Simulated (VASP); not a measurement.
# Yb: electric field gradients with PBEsol

Yb:

```
Yb
1.0
    -2.06542    2.15148    2.15148
     2.15148   -2.06542    2.15148
     2.15148    2.15148   -2.06542
Yb
1
Direct
  0.00000 0.00000 0.00000
```

This cell differs from its parent crystal: equal xy, yz and zx shear strains of +4 %.

```yaml
Program: VASP 6.6.1
Task: electric field gradients
Functional: PBEsol
Potentials_or_basis: VASP PAW PBE potentials, release 64 (Yb)
Cutoff: 520 eV
k_mesh: 12 × 12 × 12
Occupations: fermi-dirac, width 0.05 eV
Spin: no spin polarisation
Dipole_correction: no
Further_INCAR_settings: ALGO = Normal; EDIFF = 1e-08; NBANDS = 18
```

```json
{"Pressure": "-3.6 GPa", "Band gap on the k mesh": "zero (bands 12 and 13 overlap by 0.55 eV)", "Largest electric field gradient by atom": "Yb -18.8 V/Å²"}
```

Stress tensor (GPa, compression positive):
```
-3.62 -0.73 -0.73
-0.73 -3.62 -0.73
-0.73 -0.73 -3.62
```

Levels at points of the mesh, in eV from the Fermi level:
```
           k point  band 10  band 11  band 12  band 13  band 14  band 15
(0.00, 0.00, 0.00)    -0.30    -0.30    -0.28     2.55     2.55     3.12
(0.50, 0.00, 0.00)    -0.33    -0.31    -0.29     0.26     1.28     4.33
(0.50, 0.50, 0.00)    -0.32    -0.31    -0.29     0.55     1.31     4.06
(0.50, 0.50, 0.50)    -0.33    -0.30    -0.30    -0.30     4.59     4.63
```

Electric field gradients, principal values (V/Å²):
```csv
atom,least,middle,greatest (by size)
1 Yb,9.397,9.397,-18.795
```

It took 9 min on 1 thread of Oxide Virtual Turin-like Processor, with other jobs on the host, peak memory 0.25 GiB.

Caveat: the cell differs from its parent crystal (equal xy, yz and zx shear strains of +4 %); the cell stands under tension; without QUAD_EFG the Cq values of the log hold for a quadrupole moment of 1 mb, not for the nuclei; the PAW data sets were made with another functional, which shifts forces and pressure a little; spin-orbit coupling is left out, which moves the levels of the heavy elements. Spin polarisation is off, so any magnetic state and its effect on volume and gap are missing.
